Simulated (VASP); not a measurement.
**Al: single point with PBE+D3(BJ)**

Al:

```
Al
1.0
     2.73955    0.00000    0.00000
    -1.36978    2.37252    0.00000
     0.00000    0.00000    9.28790
Al
4
Direct
  0.00000 0.00000 0.00000
  0.33333 0.66667 0.25000
  0.00000 0.00000 0.50000
  0.66667 0.33333 0.75000
```

This cell differs from its parent crystal: volume 15.092 Å^3 an atom, c/a of the conventional cell 3.3903.

* Program: VASP 6.6.1
* Task: single point
* Functional: PBE
* Dispersion: D3(BJ)
* Potentials or basis: VASP PAW PBE potentials, release 64 (Al)
* Cutoff: 520 eV
* k mesh: 18 × 18 × 6
* Occupations: gaussian, width 0.15 eV
* Spin: no spin polarisation

```json
{"Pressure": "4.8 GPa", "Band gap on the k mesh": "zero (band 6 reaches 12.54 eV, above the bottom of band 7 at 7.46 eV)", "Dispersion energy per atom": "-0.369 eV"}
```

Stress tensor (GPa, compression positive):
```
6.21 0.00 0.00
0.00 6.21 0.00
0.00 0.00 2.10
```

Levels at points of the mesh, in eV from the Fermi level:
```csv
k point,band 3,band 4,band 5,band 6,band 7,band 8,band 9,band 10
"(0.00, 0.00, 0.00)",-10.05,-5.15,-4.97,2.92,2.93,11.99,11.99,12.00
"(0.50, 0.00, 0.00)",-4.10,-4.09,-3.30,-3.30,0.79,1.17,1.18,1.58
"(0.00, 0.00, 0.50)",-7.95,-7.95,-1.41,-1.41,7.84,7.84,12.24,12.24
"(0.50, 0.00, 0.50)",-4.90,-4.90,-1.95,-1.95,-1.26,-1.26,4.51,4.51
```

It took 36 s on 1 thread of Intel(R) Xeon(R) 6975P-C (Granite Rapids), with other jobs on the host, peak memory 0.23 GiB.

Caveat: pairwise dispersion overbinds metals, which lowers pressure and volume.
